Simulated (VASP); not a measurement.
# ZnO (P6_3mc) in VASP: notebook, part 2 of 2

VASP 6.6.1. The steps go on from the part before.

### Step 3. Relaxation of cell and atoms, PBE+D3(BJ)

This run uses another cell than the first one, of 12.33 Å³/atom.

File INCAR:

```
  PREC = Accurate
  ENCUT = 600
  EDIFF = 1E-6
  ISMEAR = 0
  SIGMA = 0.02
  LREAL = False
  LASPH = True
  NELM = 80
  ALGO = Normal
  ISIF = 3
  LWAVE = False
  LCHARG = False
  GGA = PE
  IVDW = 12
  IBRION = 2
  NSW = 70
  EDIFFG = -0.005
```

File KPOINTS:

```
Automatic mesh
0
Gamma
  12 12 6
```

File POSCAR:

```
ZnO
1.0
    3.2794963806      0.0000000000      0.0000000000
   -1.6397481903      2.8401271772      0.0000000000
    0.0000000000      0.0000000000      5.2933196413
Zn O
2 2
Direct
    0.3333333333      0.6666666667      0.4999697863
    0.6666666667      0.3333333333     -0.0000302137
    0.6666666667      0.3333333333      0.3790402137
    0.3333333333      0.6666666667      0.8790402137
```

Potentials or basis: VASP PAW PBE potentials, release 64 (Zn, O).

Command:

```bash
$ cat potpaw_PBE.64/Zn/POTCAR potpaw_PBE.64/O/POTCAR > POTCAR
$ mpirun -np 1 vasp_std > vasp.out
```

OUTCAR:

```text
PREC = Accurate
   ENCUT = 600
   EDIFF = 1E-6
   ISMEAR = 0
   LREAL = False
   LASPH = True
   NELM = 80
   ISIF = 3
   GGA = PE
   IVDW = 12
   IBRION = 2
   NSW = 70
   EDIFFG = -0.005
 IVDW          = 12

 ion  position               nearest neighbor table
   1  0.333  0.667  0.500-   3 2.00   3 2.00   3 2.00   4 2.01
   2  0.667  0.333  1.000-   4 2.00   4 2.00   4 2.00   3 2.01
   3  0.667  0.333  0.379-   1 2.00   1 2.00   1 2.00   2 2.01
   4  0.333  0.667  0.879-   2 2.00   2 2.00   2 2.00   1 2.01

  LATTYP: Found a hexagonal cell.
 ALAT       =     3.2794963806
 C/A-ratio  =     1.6140647914

  Lattice vectors:

 A1 = (   3.2794963806,   0.0000000000,   0.0000000000)
 A2 = (  -1.6397481903,   2.8401271772,   0.0000000000)
 A3 = (   0.0000000000,   0.0000000000,   5.2933196413)

Analysis of symmetry for initial positions (statically):
=====================================================================
 Subroutine PRICEL returns:
 Original cell was already a primitive cell.

 Routine SETGRP: Setting up the symmetry group for a
 hexagonal supercell.

 Subroutine GETGRP returns: Found 12 space group operations
 (whereof  6 operations were pure point group operations)
 out of a pool of 24 trial point group operations.

The static configuration has the point symmetry C_3v.
 The point group associated with its full space group is C_6v.

Analysis of symmetry for dynamics (positions and initial velocities):
=====================================================================
 Subroutine PRICEL returns:
 Original cell was already a primitive cell.

 Routine SETGRP: Setting up the symmetry group for a
 hexagonal supercell.

 Subroutine GETGRP returns: Found 12 space group operations
 (whereof  6 operations were pure point group operations)
 out of a pool of 24 trial point group operations.

The dynamic configuration has the point symmetry C_3v.
 The point group associated with its full space group is C_6v.

 Subroutine INISYM returns: Found 12 space group operations
 (whereof  6 operations are pure point group operations),
 and found     1 'primitive' translations

----------------------------------------------------------------------------------------

                                     Primitive cell

  volume of cell :      49.3030

  direct lattice vectors                    reciprocal lattice vectors
     3.279496381  0.000000000  0.000000000     0.304924868  0.176048454  0.000000000
    -1.639748190  2.840127177  0.000000000     0.000000000  0.352096909  0.000000000
     0.000000000  0.000000000  5.293319641     0.000000000  0.000000000  0.188917365

  length of vectors
     3.279496381  3.279496381  5.293319641     0.352096909  0.352096909  0.188917365

  position of ions in fractional coordinates (direct lattice)
     0.333333333  0.666666667  0.499969786
     0.666666667  0.333333333  0.999969786
     0.666666667  0.333333333  0.379040214
     0.333333333  0.666666667  0.879040214

  ion indices of the primitive-cell ions
   primitive index   ion index
                 1           1
                 2           2
                 3           3
                 4           4

----------------------------------------------------------------------------------------

 KPOINTS: Automatic mesh

Automatic generation of k-mesh.
 Grid dimensions read from file:
 generate k-points for:   12   12    6

 Generating k-lattice:

  Cartesian coordinates                     Fractional coordinates (reciprocal lattice)
     0.025410406  0.014670705  0.000000000     0.083333333  0.000000000  0.000000000
     0.000000000  0.029341409  0.000000000     0.000000000  0.083333333  0.000000000
     0.000000000  0.000000000  0.031486228     0.000000000  0.000000000  0.166666667

  Length of vectors
     0.029341409  0.029341409  0.031486228

  Shift w.r.t. Gamma in fractional coordinates (k-lattice)
     0.000000000  0.000000000  0.000000000

 Subroutine IBZKPT returns following result:
 ===========================================

 Found     76 irreducible k-points:

 Following reciprocal coordinates:
            Coordinates               Weight
  0.000000  0.000000  0.000000      1.000000
  0.083333 -0.000000  0.000000      6.000000
  0.166667 -0.000000  0.000000      6.000000
  0.250000 -0.000000  0.000000      6.000000
  0.333333 -0.000000  0.000000      6.000000
  0.416667 -0.000000  0.000000      6.000000
[... 16 lines left out ...]
  0.250000 -0.000000  0.166667     12.000000
  0.333333 -0.000000  0.166667     12.000000
 [... further k-points ...]
   k-points           NKPTS =     76   k-points in BZ     NKDIM =     76   number of bands    NBANDS=     22
   number of dos      NEDOS =    301   number of ions     NIONS =      4
   total plane-waves  NPLWV =  32928
   dimension x,y,z NGX =    28 NGY =   28 NGZ =   42
   dimension x,y,z NGXF=    56 NGYF=   56 NGZF=   84
   ions per type =               2   2
   NGX,Y,Z   is equivalent  to a cutoff of  14.19, 14.19, 13.19 a.u.
   NGXF,Y,Z  is equivalent  to a cutoff of  28.39, 28.39, 26.38 a.u.
 SYSTEM =  unknown system
   PREC   = accura    normal or accurate (medium, high low for compatibility)
   ISTART =      0    job   : 0-new  1-cont  2-samecut
   ICHARG =      2    charge: 1-file 2-atom 10-const
   ISPIN  =      1    spin polarized calculation?
   LNONCOLLINEAR =      F non collinear calculations
   LSORBIT =      F    spin-orbit coupling
   LASPH  =      T    aspherical Exc in radial PAW
   ENCUT  =  600.0 eV  44.10 Ry    6.64 a.u.   6.55  6.55 10.57*2*pi/ulx,y,z
   NELM   =     80;   NELMIN=  2; NELMDL= -5     # of ELM steps
   EDIFF  = 0.1E-05   stopping-criterion for ELM
   LREAL  =      F    real-space projection
   EDIFFG = -.5E-02   stopping-criterion for IOM
   NSW    =     70    number of steps for IOM
   IBRION =      2    ionic relax: 0-MD 1-quasi-New 2-CG
   NFREE  =      1    steps in history (QN), initial steepest desc. (CG)
   ISIF   =      3    stress and relaxation
   ISYM   =      2    0-nonsym 1-usesym 2-fastsym
   POTIM  = 0.5000    time-step for ionic-motion
   TEBEG  =    0.0;   TEEND  =   0.0 temperature during run
   PSTRESS=    0.0 pullay stress
   NELECT =      36.0000    total number of electrons
   NUPDOWN=      -1.0000    fix difference up-down
   EMIN   =  10.00;   EMAX   =-10.00  energy-range for DOS
   EFERMI =   0.00;   METHOD = LEGACY
   ISMEAR =     0;   SIGMA  =   0.02  broadening in eV -4-tet -1-fermi 0-gaus
   EFERMI_NEDOS =   21; number of points for ismear=-14 and -15
   IALGO  =     38    algorithm
   IMIX   =      4    mixing-type and parameters
     AMIX     =   0.40;   BMIX     =  1.00
     AMIX_MAG =   1.60;   BMIX_MAG =  1.00
  volume/ion in A,a.u.               =      12.33        83.18
  Fermi-wavevector in a.u.,A,eV,Ry     =   1.474183  2.785801 29.568380  2.173215
  Thomas-Fermi vector in A             =   2.588985
   LORBIT       =      0    0 simple, 1 ext, 2 COOP (PROOUT), +10 PAW based schemes
   GGA     = PE    functional components
   LHFCALC =     F    Hartree Fock is set to
   AEXX    =    0.0000 exact exchange contribution
   IVDW    =    12    specifies the selected vdW correction
   LEPSILON=     F    determine dielectric tensor
   LRPA    =     F    only Hartree local field effects (RPA)
 conjugate gradient relaxation of ions
 non-spin polarized calculation
 Gauss-broadening in eV      SIGMA  =   0.02
  energy-cutoff  :      600.00
  volume of cell :       49.30
 maximum number of plane-waves:      1677
 NGX is ok and might be reduce to    28
   NGX = 13   NGY = 13   NGZ = 21

--------------------------------------- Ionic step        1  -------------------------------------------

 number of electron      36.0000014 magnetization

 Free energy of the ion-electron system (eV)
  ---------------------------------------------------
  ext. energy  EPLUGINS =         0.00000000
  ---------------------------------------------------
  free energy    TOTEN  =       -17.86476476 eV

  energy without entropy =      -17.86476476  energy(sigma->0) =      -17.86476476

------------------------ aborting loop because EDIFF is reached ----------------------------------------

 Edisp (eV)   -0.86528

 E8    (eV) :    -0.3266
[... 75 lines left out ...]
--------------------------------------- Ionic step        3  -------------------------------------------

 number of electron      36.0000014 magnetization

 Free energy of the ion-electron system (eV)
  ---------------------------------------------------
  ext. energy  EPLUGINS =         0.00000000
  ---------------------------------------------------
  free energy    TOTEN  =       -17.85553350 eV

  energy without entropy =      -17.85553350  energy(sigma->0) =      -17.85553350

 E-fermi :   1.1983     XC(G=0): -10.8123

 val. band max:        1.0383947966   @ k =   0.0000   0.0000   0.0000
 cond. band min:       1.7915243605   @ k =   0.0000   0.0000   0.0000
 fundamental gap:      0.7531295639
 Fermi energy:         1.1983460448

 k-point     1 :       0.0000    0.0000    0.0000
  band No.  band energies     occupation
      1     -16.9078      2.00000
      2     -16.2167      2.00000
      3      -4.5727      2.00000
      4      -4.5727      2.00000
      5      -4.5318      2.00000
      6      -4.4675      2.00000
[... 589 lines left out ...]
     21       9.2855      0.00000
     22       9.8361      0.00000

 [... further k-points ...]

------------------------ aborting loop because EDIFF is reached ----------------------------------------

 Edisp (eV)   -0.87999

 E8    (eV) :    -0.3321
[... 27 lines left out ...]
  FREE ENERGIE OF THE ION-ELECTRON SYSTEM (eV)
  ---------------------------------------------------
  free  energy   TOTEN  =       -18.7355215832 eV

  energy  without entropy=      -18.7355215832  energy(sigma->0) =      -18.73552158

 reached required accuracy - stopping structural energy minimisation
```

Run time: 5.2 min. Hardware: 1 thread of Intel Xeon 8259CL, shared host; peak memory 0.25 GiB.

Results:

```
Free energy                           : -18.7355 eV
Relaxed volume                        : 12.12 Å³/atom
Relaxed cell                          : a = 3.261 Å, b = 3.261 Å, c = 5.265 Å, α = 90.00°, β = 90.00°, γ = 120.00°
Space group after relaxing (to 0.1 Å) : P6_3mc (No. 186)
Energy gained by relaxing             : 1.4 meV/atom
Ionic steps                           : 3
Pressure after relaxing               : 0.0 GPa
Band gap on the k mesh                : 0.75 eV
Dispersion energy per atom            : -0.220 eV
```

Forces in eV/Å, atoms in the order of the input:
```
Zn   0.000  0.000  0.003
Zn   0.000  0.000  0.003
O    0.000  0.000 -0.003
O    0.000  0.000 -0.003
```

Step by step:
```csv
step,energy change (eV),largest force (eV/Å),pressure (GPa),volume (Å³)
1,0.0000,0.0022,-2.12,49.30
2,-0.0044,0.0030,1.01,48.15
3,-0.0055,0.0027,-0.01,48.50
```

Final structure:
```cif
data_structure
_symmetry_space_group_name_H-M 'P 1'
_symmetry_Int_Tables_number 1
_cell_length_a 3.2614
_cell_length_b 3.2614
_cell_length_c 5.2646
_cell_angle_alpha 90.000
_cell_angle_beta 90.000
_cell_angle_gamma 120.000
_cell_volume 48.50
loop_
_atom_site_label
_atom_site_type_symbol
_atom_site_fract_x
_atom_site_fract_y
_atom_site_fract_z
_atom_site_occupancy
Zn1 Zn 0.33333 0.66667 0.49998 1
Zn2 Zn 0.66667 0.33333 0.99998 1
O1 O 0.66667 0.33333 0.37903 1
O2 O 0.33333 0.66667 0.87903 1
```

Caveat: semilocal functionals underestimate gaps, and a narrow one can read as zero.
